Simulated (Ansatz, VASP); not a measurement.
# Cu in VASP and in Ansatz

```
CELL_PARAMETERS angstrom
4.06536 0.00000 0.00000
-2.03268 3.52071 0.00000
0.00000 0.00000 2.44015
ATOMIC_POSITIONS crystal
Cu 0.00000 0.00000 0.00000
Cu 0.33333 0.66667 0.50000
Cu 0.66667 0.33333 0.50000
```

Alike in both runs: functional r2SCAN; k mesh 9 × 9 × 13; occupations fermi-dirac, width 0.1 eV; no spin polarisation.

Ansatz relaxed the structure, and its values are those at the end. VASP's run is a single point on that final structure, the one shown.

|  | VASP | Ansatz |
| --- | --- | --- |
| version | VASP 6.6.1 | Ansatz 0.2.0 |
| potentials or method | VASP PAW PBE potentials, release 64 (Cu), cutoff 520 eV | plane waves (500 eV) with PAW, scalar-relativistic |
| valence electrons in the cell | 33 | 57 |

Ansatz gave:

```
pressure (GPa) : 0.0
```

Q: Estimate VASP's values.

A: Pressure (GPa): 0.5.

VASP's potentials were made for PBE, not for r2SCAN. VASP's potentials hold 33 valence electrons a cell and Ansatz's 57, so a difference there can come from the potentials and not from the codes.
